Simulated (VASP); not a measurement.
# Hf (Pm-3m) in VASP: a series of runs

Aim: see how the results for Hf move with the level of theory and the settings. Levels: PBE-based screened hybrid, B3LYP, PBE. Tasks: single point.

Everything below comes from runs of VASP 6.6.1. Logs are shortened: lines on timing, memory, paths and dates and some standing lists are left out, and cuts for length are marked.

## Step 1: The cell of the first run

Symmetry: Pm-3m, No. 221, cubic system. The conventional cell has a = 2.914 Å, b = 2.914 Å, c = 2.914 Å, α = 90.00°, β = 90.00°, γ = 90.00°. Hf (site symmetry m-3m) has 6 Hf at 2.91 Å within 3.8 Å.

## Step 2: Single point, PBE-based screened hybrid

File POSCAR:

```
Hf
1.0
    2.9138100000      0.0000000000      0.0000000000
    0.0000000000      2.9138100000      0.0000000000
    0.0000000000      0.0000000000      2.9138100000
Hf
1
Direct
    0.5000000000      0.5000000000      0.5000000000
```

File INCAR.step1:

```
SYSTEM = Hf
ALGO     = Normal         ! electronic algorithm
EDIFF    = 1E-5           ! SCF threshold, eV
ENCUT    = 520            ! plane-wave cutoff, eV
GGA      = PE             ! functional
ISIF     = 2              ! what is computed and relaxed
ISMEAR   = -1             ! smearing method
LASPH    = .True.         ! aspherical terms in the spheres
LREAL    = .False.        ! projectors in reciprocal space
LWAVE    = .True.         ! write WAVECAR
NBANDS   = 11             ! bands
NELM     = 60             ! most SCF steps
PREC     = Accurate       ! precision mode
SIGMA    = 0.05           ! smearing width, eV
```

File INCAR.step2:

```
SYSTEM = Hf
AEXX     = 0.25           ! exact-exchange fraction
ALGO     = Normal         ! electronic algorithm
EDIFF    = 1E-6           ! SCF threshold, eV
ENCUT    = 520            ! plane-wave cutoff, eV
GGA      = PE             ! functional
HFSCREEN = 0.3            ! screening, 1/A
ISIF     = 2              ! what is computed and relaxed
ISMEAR   = -1             ! smearing method
ISTART   = 1            
LASPH    = .True.         ! aspherical terms in the spheres
LCHARG   = .True.         ! write CHGCAR
LELF     = .True.         ! ELF
LHFCALC  = .True.         ! exact exchange
LREAL    = .False.        ! projectors in reciprocal space
LVHAR    = .True.       
LWAVE    = .False.        ! write WAVECAR
NBANDS   = 11             ! bands
NELM     = 60             ! most SCF steps
PREC     = Accurate       ! precision mode
PRECFOCK = Normal       
SIGMA    = 0.05           ! smearing width, eV
```

File KPOINTS:

```
k-points
0
Gamma
  5 5 5
  0 0 0
```

Potentials or basis: VASP PAW PBE potentials, release 64 (Hf_pv).

Command:

```sh
> cat potpaw_PBE.64/Hf_pv/POTCAR > POTCAR
> cp INCAR.step1 INCAR
> mpirun -np 1 vasp_std > vasp.out
> cp INCAR.step2 INCAR
> mpirun -np 1 vasp_std > vasp.out
```

OUTCAR:

```text
SYSTEM = Hf
   AEXX = 0.25
   EDIFF = 1E-6
   ENCUT = 520
   GGA = PE
   HFSCREEN = 0.3
   ISIF = 2
   ISMEAR = -1
   ISTART = 1
   LASPH = .True.
   LHFCALC = .True.
   LREAL = .False.
   NELM = 60
   PREC = Accurate
   PRECFOCK = Normal

 ion  position               nearest neighbor table
   1  0.500  0.500  0.500-

  LATTYP: Found a simple cubic cell.
 ALAT       =     2.9138100000

  Lattice vectors:

 A1 = (   2.9138100000,   0.0000000000,   0.0000000000)
 A2 = (   0.0000000000,   2.9138100000,   0.0000000000)
 A3 = (   0.0000000000,   0.0000000000,   2.9138100000)

Analysis of symmetry for initial positions (statically):
=====================================================================
 Subroutine PRICEL returns:
 Original cell was already a primitive cell.

 Routine SETGRP: Setting up the symmetry group for a
 simple cubic supercell.

 Subroutine GETGRP returns: Found 48 space group operations
 (whereof 48 operations were pure point group operations)
 out of a pool of 48 trial point group operations.

The static configuration has the point symmetry O_h .

Analysis of symmetry for dynamics (positions and initial velocities):
=====================================================================
 Subroutine PRICEL returns:
 Original cell was already a primitive cell.

 Routine SETGRP: Setting up the symmetry group for a
 simple cubic supercell.

 Subroutine GETGRP returns: Found 48 space group operations
 (whereof 48 operations were pure point group operations)
 out of a pool of 48 trial point group operations.

The dynamic configuration has the point symmetry O_h .

 Subroutine INISYM returns: Found 48 space group operations
 (whereof 48 operations are pure point group operations),
 and found     1 'primitive' translations

----------------------------------------------------------------------------------------

                                     Primitive cell

  volume of cell :      24.7391

  direct lattice vectors                    reciprocal lattice vectors
     2.913810000  0.000000000  0.000000000     0.343193276  0.000000000  0.000000000
     0.000000000  2.913810000  0.000000000     0.000000000  0.343193276  0.000000000
     0.000000000  0.000000000  2.913810000     0.000000000  0.000000000  0.343193276

  length of vectors
     2.913810000  2.913810000  2.913810000     0.343193276  0.343193276  0.343193276
[... 76 lines left out ...]
   NUPDOWN=      -1.0000    fix difference up-down
   EMIN   =  10.00;   EMAX   =-10.00  energy-range for DOS
   EFERMI =   0.00;   METHOD = LEGACY
   ISMEAR =    -1;   SIGMA  =   0.05  broadening in eV -4-tet -1-fermi 0-gaus
   EFERMI_NEDOS =   21; number of points for ismear=-14 and -15
   IALGO  =     38    algorithm
   IMIX   =      1    mixing-type and parameters
     AMIX     =   0.40;   BMIX     =  1.00
     AMIX_MAG =   1.60;   BMIX_MAG =  1.00
  volume/ion in A,a.u.               =      24.74       166.95
  Fermi-wavevector in a.u.,A,eV,Ry     =   1.210450  2.287419 19.935117  1.465190
  Thomas-Fermi vector in A             =   2.345997
   LORBIT       =      0    0 simple, 1 ext, 2 COOP (PROOUT), +10 PAW based schemes
   GGA     = PE    functional components
   LHFCALC =     T    Hartree Fock is set to
   PRECFOCK=normal    Normal, Fast or Accurate (Low or Medium for compatibility)
   ENCUT4O =  -1.0   cutoff for four orbital integrals eV
   NKREDX  =     1    reduce k-point grid by
   NKREDY  =     1    reduce k-point grid by
   NKREDZ  =     1    reduce k-point grid by
   AEXX    =    0.2500 exact exchange contribution
   HFSCREEN=    0.3000 screening length (either q_TF or 0.3 A-1)
   HFSCREENC=   0.3000 screening length for correlation (either q_TF or 0.3 A-1)
   ENCUTFOCK=  -1.0 apply spherical cutoff to Coloumb kernel
   IVDW    =     0    specifies the selected vdW correction
   LEPSILON=     F    determine dielectric tensor
   LRPA    =     F    only Hartree local field effects (RPA)
 non-spin polarized calculation
  energy-cutoff  :      520.00
  volume of cell :       24.74
 maximum number of plane-waves:       691
 NGX is ok and might be reduce to    24
  NGX = 18; NGY = 18; NGZ = 18

 number of electron      10.0000004 magnetization

 Free energy of the ion-electron system (eV)
  ---------------------------------------------------
  ext. energy  EPLUGINS =         0.00000000
  ---------------------------------------------------
  free energy    TOTEN  =        -9.62264343 eV

  energy without entropy =       -9.61456285  energy(sigma->0) =       -9.61860314

 E-fermi :   3.9013     XC(G=0):  -9.0329

 val. band max:        3.8153182290   @ k =   0.2000   0.2000   0.0000
 cond. band min:       4.0883266683   @ k =   0.4000   0.4000   0.2000
 fundamental gap:      0.2730084393
 Fermi energy:         3.9013455160

 k-point     1 :       0.0000    0.0000    0.0000
  band No.  band energies     occupation
      1     -28.4648      2.00000
      2     -28.4648      2.00000
      3     -28.4648      2.00000
      4      -3.5374      2.00000
      5       2.1289      2.00000
      6       2.1289      2.00000
      7      10.8986      0.00000
      8      10.8986      0.00000
      9      10.8986      0.00000
     10      17.2814      0.00000
     11      17.2814      0.00000
[... 113 lines left out ...]
 k-point    10 :       0.4000    0.4000    0.4000
  band No.  band energies     occupation
      1     -29.1548      2.00000
      2     -29.1373      2.00000
      3     -29.1373      2.00000
      4       2.2128      2.00000
      5       3.0279      2.00000
      6       3.0279      2.00000
      7      10.2558      0.00000
      8      10.2558      0.00000
      9      11.2694      0.00000
     10      12.5884      0.00000
     11      17.1997      0.00000

------------------------ aborting loop because EDIFF is reached ----------------------------------------

  FORCE on cell =-STRESS in cart. coord.  units (eV):
  Direction    XX          YY          ZZ          XY          YZ          ZX
  --------------------------------------------------------------------------------------
  -------------------------------------------------------------------------------------
  Total        0.0133957      0.0133957      0.0133957      0.0000000      0.0000000      0.0000000
  in kB        0.8675473      0.8675473      0.8675473      0.0000000      0.0000000      0.0000000
  external PRESSURE =       0.8675473 kB  Pullay stress =       0.0000000 kB

 VOLUME and BASIS-vectors are now :
 -----------------------------------------------------------------------------
  energy-cutoff  :      520.00
  volume of cell :       24.74
      direct lattice vectors                 reciprocal lattice vectors
     2.913810000  0.000000000  0.000000000     0.343193276  0.000000000  0.000000000
     0.000000000  2.913810000  0.000000000     0.000000000  0.343193276  0.000000000
     0.000000000  0.000000000  2.913810000     0.000000000  0.000000000  0.343193276

 POSITION                                       TOTAL-FORCE (eV/Angst)
 -----------------------------------------------------------------------------------
      1.45690      1.45690      1.45690         0.000000      0.000000      0.000000
 -----------------------------------------------------------------------------------
    total drift:                                0.000000     -0.000000     -0.000001

  FREE ENERGIE OF THE ION-ELECTRON SYSTEM (eV)
  ---------------------------------------------------
  free  energy   TOTEN  =        -9.6226434328 eV

  energy  without entropy=       -9.6145628549  energy(sigma->0) =       -9.61860314
```

Run time: 1.8 min. Hardware: 1 thread of Intel Xeon 6975P-C (Granite Rapids), shared host; peak memory 0.24 GiB.

What came out:

```yaml
Free_energy: -9.6226 eV
Pressure: 0.1 GPa
Band_gap_on_the_k_mesh: zero (band 5 reaches 4.09 eV, above the bottom of band 6 at 2.13 eV)
```

Caveat: the k points lie up to 0.43 Å⁻¹ apart; the PAW data sets were made with another functional, which shifts forces and pressure a little; spin-orbit coupling is left out, which moves the levels of the heavy elements.

## Step 3: Single point, PBE-based screened hybrid

This run uses another cell than the first one, of 25.20 Å³/atom, 1.019 times its volume.

File POSCAR:

```
Hf
1.0
    2.9317415859      0.0000000000      0.0000000000
    0.0000000000      2.9317415859      0.0000000000
    0.0000000000      0.0000000000      2.9317415859
Hf
1
Direct
    0.5000000000      0.5000000000      0.5000000000
```

File INCAR.step1:

```
ALGO     = Normal         # electronic algorithm
EDIFF    = 1E-5           # SCF threshold, eV
ENCUT    = 520            # plane-wave cutoff, eV
GGA      = PE             # functional
ISIF     = 2              # what is computed and relaxed
ISMEAR   = -1             # smearing method
LASPH    = T              # aspherical terms in the spheres
LCHARG   = F              # write CHGCAR
LREAL    = F              # projectors in reciprocal space
LWAVE    = T              # write WAVECAR
NBANDS   = 11             # bands
NELM     = 100            # most SCF steps
PREC     = Accurate       # precision mode
SIGMA    = 0.05           # smearing width, eV
```

File INCAR.step2:

```
AEXX     = 0.25           # exact-exchange fraction
ALGO     = Normal         # electronic algorithm
EDIFF    = 1E-6           # SCF threshold, eV
ENCUT    = 520            # plane-wave cutoff, eV
GGA      = PE             # functional
HFSCREEN = 0.3            # screening, 1/A
ISIF     = 2              # what is computed and relaxed
ISMEAR   = -1             # smearing method
ISTART   = 1            
LASPH    = T              # aspherical terms in the spheres
LCHARG   = F              # write CHGCAR
LHFCALC  = T              # exact exchange
LREAL    = F              # projectors in reciprocal space
LWAVE    = F              # write WAVECAR
NBANDS   = 11             # bands
NELM     = 100            # most SCF steps
PREC     = Accurate       # precision mode
PRECFOCK = Normal       
SIGMA    = 0.05           # smearing width, eV
```

File KPOINTS:

```
k-points
0
Gamma
  5 5 5
```

Potentials or basis: VASP PAW PBE potentials, release 64 (Hf_pv).

Command:

```sh
> cat potpaw_PBE.64/Hf_pv/POTCAR > POTCAR
> cp INCAR.step1 INCAR
> mpirun -np 1 vasp_std > vasp.out
> cp INCAR.step2 INCAR
> mpirun -np 1 vasp_std > vasp.out
```

It took 96 s on 1 thread of Intel Xeon 6975P-C (Granite Rapids), shared host; peak memory 0.24 GiB.

Results (log left out):

- Free energy: -9.6207 eV
- Pressure: -1.5 GPa
- Band gap on the k mesh: zero (band 5 reaches 3.97 eV, above the bottom of band 6 at 2.06 eV)

Levels at points of the mesh, in eV from the Fermi level:
```tsv
k point	band 1	band 2	band 3	band 4	band 5	band 6	band 7	band 8	band 9	band 10
(0.00, 0.00, 0.00)	-32.42	-32.42	-32.42	-7.37	-1.72	-1.72	6.87	6.87	6.87	13.21
```

Caveat: the k points lie up to 0.43 Å⁻¹ apart; the PAW data sets were made with another functional, which shifts forces and pressure a little; spin-orbit coupling is left out, which moves the levels of the heavy elements.

## Step 4: Single point, B3LYP

This run uses another cell than the first one, of 25.71 Å³/atom, 1.039 times its volume.

File POSCAR:

```
Hf
1.0
    2.9515518811      0.0000000000      0.0000000000
    0.0000000000      2.9515518811      0.0000000000
    0.0000000000      0.0000000000      2.9515518811
Hf
1
Direct
    0.5000000000      0.5000000000      0.5000000000
```

File INCAR.step1:

```
SYSTEM = Hf
ALGO     = Normal         ! electronic algorithm
EDIFF    = 1E-5           ! SCF threshold, eV
ENCUT    = 520            ! plane-wave cutoff, eV
GGA      = PE             ! functional
ISIF     = 2              ! what is computed and relaxed
ISMEAR   = -1             ! smearing method
LASPH    = .TRUE.         ! aspherical terms in the spheres
LCHARG   = .FALSE.        ! write CHGCAR
LREAL    = .FALSE.        ! projectors in reciprocal space
LWAVE    = .TRUE.         ! write WAVECAR
NBANDS   = 11             ! bands
NELM     = 60             ! most SCF steps
PREC     = Accurate       ! precision mode
SIGMA    = 0.05           ! smearing width, eV
```

File INCAR.step2:

```
SYSTEM = Hf
AEXX     = 0.2            ! exact-exchange fraction
AGGAC    = 0.81         
AGGAX    = 0.72         
ALDAC    = 0.19         
ALGO     = Normal         ! electronic algorithm
EDIFF    = 1E-6           ! SCF threshold, eV
ENCUT    = 520            ! plane-wave cutoff, eV
GGA      = B3             ! functional
ISIF     = 2              ! what is computed and relaxed
ISMEAR   = -1             ! smearing method
ISTART   = 1            
LASPH    = .TRUE.         ! aspherical terms in the spheres
LCHARG   = .FALSE.        ! write CHGCAR
LHFCALC  = .TRUE.         ! exact exchange
LREAL    = .FALSE.        ! projectors in reciprocal space
LWAVE    = .FALSE.        ! write WAVECAR
NBANDS   = 11             ! bands
NELM     = 60             ! most SCF steps
PREC     = Accurate       ! precision mode
PRECFOCK = Normal       
SIGMA    = 0.05           ! smearing width, eV
```

File KPOINTS:

```
k-points
0
G
  5 5 5
  0 0 0
```

Command:

```sh
> cat potpaw_PBE.64/Hf_pv/POTCAR > POTCAR
> cp INCAR.step1 INCAR
> mpirun -np 1 vasp_std > vasp.out
> cp INCAR.step2 INCAR
> mpirun -np 1 vasp_std > vasp.out
```

It took 1.7 min on 1 thread of Intel Xeon 6975P-C (Granite Rapids), shared host; peak memory 0.15 GiB.

Results (log left out):

* Free energy: -9.4666 eV
* Pressure: -1.0 GPa
* Band gap on the k mesh: zero (band 5 reaches 4.37 eV, above the bottom of band 6 at 1.80 eV)

Levels at points of the mesh, in eV from the Fermi level:
```csv
k point,band 1,band 2,band 3,band 4,band 5,band 6,band 7,band 8,band 9,band 10
"(0.00, 0.00, 0.00)",-32.23,-32.23,-32.23,-7.29,-1.91,-1.91,7.11,7.11,7.11,13.70
```

Caveat: the k points lie up to 0.43 Å⁻¹ apart; the PAW data sets were made with another functional, which shifts forces and pressure a little; spin-orbit coupling is left out, which moves the levels of the heavy elements.

(Continued in part 2 of 2.)
